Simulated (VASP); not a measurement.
# Cd: single point with RPBE

Cd:

```xyz
2
Lattice="3.1027 0.0000 0.0000 -1.5514 2.6870 0.0000 0.0000 0.0000 5.8512" Properties=species:S:1:pos:R:3 pbc="T T T"
Cd    0.0000    1.7914    1.4628
Cd    1.5514    0.8957    4.3884
```

| Quantity | Value |
| --- | --- |
| Program | VASP 6.6.1 |
| Task | single point |
| Functional | RPBE |
| Potentials or basis | VASP PAW PBE potentials, release 64 (Cd) |
| Cutoff | 500 eV |
| k mesh | 6 × 6 × 4 |
| Occupations | gaussian, width 0.1 eV |
| Spin | no spin polarisation |
| Dipole correction | no |
| Further INCAR settings | ALGO = Normal; EDIFF = 1e-06; NBANDS = 19 |

The pressure is 0.5 GPa. The band gap on the k mesh is zero (band 12 reaches 3.36 eV, above the bottom of band 13 at -0.19 eV).

Stress tensor (GPa, compression positive):
```
0.26 0.00 0.00
0.00 0.26 0.00
0.00 0.00 1.12
```

Levels at points of the mesh, in eV from the Fermi level:
```tsv
k point	band 9	band 10	band 11	band 12	band 13	band 14	band 15	band 16
(0.00, 0.00, 0.00)	-8.63	-8.63	-8.24	-3.26	-2.70	9.66	13.43	13.43
(0.50, 0.00, 0.00)	-8.42	-8.41	-2.22	-2.00	1.59	2.38	2.75	4.71
(0.00, 0.00, 0.50)	-8.71	-8.71	-6.92	-6.92	3.21	3.21	13.97	13.97
(0.50, 0.00, 0.50)	-8.41	-8.41	-1.42	-1.42	-0.37	-0.37	7.34	7.34
```

Run time: 12 s on 1 thread of Intel(R) Xeon(R) Platinum 8259CL CPU @ 2.50GHz (Skylake/Cascade Lake) (shared host), peak memory 0.17 GiB.

Caveat: the k points lie up to 0.39 Å⁻¹ apart; the PAW data sets were made with another functional, which shifts forces and pressure a little.
